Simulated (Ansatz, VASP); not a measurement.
# One calculation of TlBr, two programs

File INCAR:

```
ALGO = Normal
EDIFF = 1E-8
ENCUT = 400
GGA = PE
GGA_COMPAT = False
ISIF = 2
ISMEAR = 0
LASPH = True
LCHARG = False
LEFG = True
LREAL = False
LWAVE = False
NBANDS = 94
NELM = 120
PREC = Accurate
SIGMA = 0.01
```

File KPOINTS:

```
k-points
0
Gamma
  3 3 3
```

File POSCAR:

```
TlBr
1.0
    7.9600000000      0.0000000000      0.0000000000
    0.0000000000      7.9600000000      0.0000000000
    0.0000000000      0.0000000000      7.9600000000
Tl Br
8 8
Direct
    0.0000000000      0.0000000000      0.0000000000
    0.0000000000      0.0000000000      0.5000000000
    0.0000000000      0.5000000000      0.0000000000
    0.0000000000      0.5000000000      0.5000000000
    0.5000000000      0.0000000000      0.0000000000
    0.5000000000      0.0000000000      0.5000000000
    0.5000000000      0.5000000000      0.0000000000
    0.5000000000      0.5000000000      0.5000000000
    0.2500000000      0.2500000000      0.2500000000
    0.2500000000      0.2500000000      0.7500000000
    0.2500000000      0.7500000000      0.2500000000
    0.2500000000      0.7500000000      0.7500000000
    0.7500000000      0.2500000000      0.2500000000
    0.7500000000      0.2500000000      0.7500000000
    0.7500000000      0.7500000000      0.2500000000
    0.7500000000      0.7500000000      0.7500000000
```

Input for Ansatz:

```yaml
crystal:
  lattice:
    - [7.96, 0.0, 0.0]
    - [0.0, 7.96, 0.0]
    - [0.0, 0.0, 7.96]
  atoms:
    - { symbol: Tl, position: [0.0, 0.0, 0.0] }
    - { symbol: Tl, position: [0.0, 0.0, 0.5] }
    - { symbol: Tl, position: [0.0, 0.5, 0.0] }
    - { symbol: Tl, position: [0.0, 0.5, 0.5] }
    - { symbol: Tl, position: [0.5, 0.0, 0.0] }
    - { symbol: Tl, position: [0.5, 0.0, 0.5] }
    - { symbol: Tl, position: [0.5, 0.5, 0.0] }
    - { symbol: Tl, position: [0.5, 0.5, 0.5] }
    - { symbol: Br, position: [0.25, 0.25, 0.25] }
    - { symbol: Br, position: [0.25, 0.25, 0.75] }
    - { symbol: Br, position: [0.25, 0.75, 0.25] }
    - { symbol: Br, position: [0.25, 0.75, 0.75] }
    - { symbol: Br, position: [0.75, 0.25, 0.25] }
    - { symbol: Br, position: [0.75, 0.25, 0.75] }
    - { symbol: Br, position: [0.75, 0.75, 0.25] }
    - { symbol: Br, position: [0.75, 0.75, 0.75] }
kpoints:
  mp_grid: { grid: [3, 3, 3] }
scf:
  occupations: { method: fixed }
hamiltonian:
  xc: pbe
  pseudopotentials: { kind: paw }
output:
  forces: true
  efg: { quadrupole_moments_barn: { Br: 0.2579 }, contact_densities: true }
  core_levels:
    shells: { Tl: "4f", Br: "3d" }
    counted_from: valence_top
    eps_inf: [6.038, 6.038, 6.038]
    add_spin: false
```

Alike in both runs: task electric field gradients; functional PBE; k mesh 3 × 3 × 3; no spin polarisation.

|  | VASP | Ansatz |
| --- | --- | --- |
| version | VASP 6.6.1 | Ansatz 0.2.0 |
| potentials or method | VASP PAW PBE potentials, release 64 (Tl_d, Br) | plane-wave PAW, scalar-relativistic |
| plane-wave cutoff (eV) | 400 | 420 |
| occupations | gaussian, width 0.01 eV | fixed |
| valence electrons in the cell | 160 | 160 |

```csv
,VASP,Ansatz,Ansatz less VASP
gap on the k mesh at the Fermi level (eV),1.86,1.86,-0.006
```

Spin-orbit coupling is off throughout.
